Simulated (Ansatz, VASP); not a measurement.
## One calculation of Fe, two programs

```
Fe
1.0
     4.51476    0.00000    0.00000
     0.00000    4.51476    0.00000
     0.00000    0.00000    4.51476
Fe
8
Direct
  0.00000 0.00000 0.00000
  0.50000 0.50000 0.50000
  0.25000 0.00000 0.50000
  0.75000 0.00000 0.50000
  0.50000 0.25000 0.00000
  0.50000 0.75000 0.00000
  0.00000 0.50000 0.25000
  0.00000 0.50000 0.75000
```

Alike in both runs: functional PBE; k mesh 6 × 6 × 6; occupations fermi-dirac, width 0.05 eV; collinear spin.

Ansatz relaxed the structure, and its values are those at the end. VASP's run is a single point on that final structure, the one shown.

|  | VASP | Ansatz |
| --- | --- | --- |
| version | VASP 6.6.1 | Ansatz 0.2.0 |
| potentials or method | VASP PAW PBE potentials, release 64 (Fe), cutoff 520 eV | plane waves (420 eV) with PAW, scalar-relativistic |
| valence electrons in the cell | 64 | 128 |

|  | VASP | Ansatz | Ansatz less VASP |
| --- | --- | --- | --- |
| pressure (GPa) | 0.0 | 0.0 | -0.02 |
| net moment per atom (μB) | 2.17 | 2.15 | -0.020 |
| size of the moment on the site where the two differ most (μB) | 2.10 | 2.12 | +0.023 |

Site moments also hang on the region over which each program counts them. With one functional, cell and mesh, what is left measures potentials, basis and numerics. VASP's potentials hold 64 valence electrons a cell and Ansatz's 128, so a difference there can come from the potentials and not from the codes.
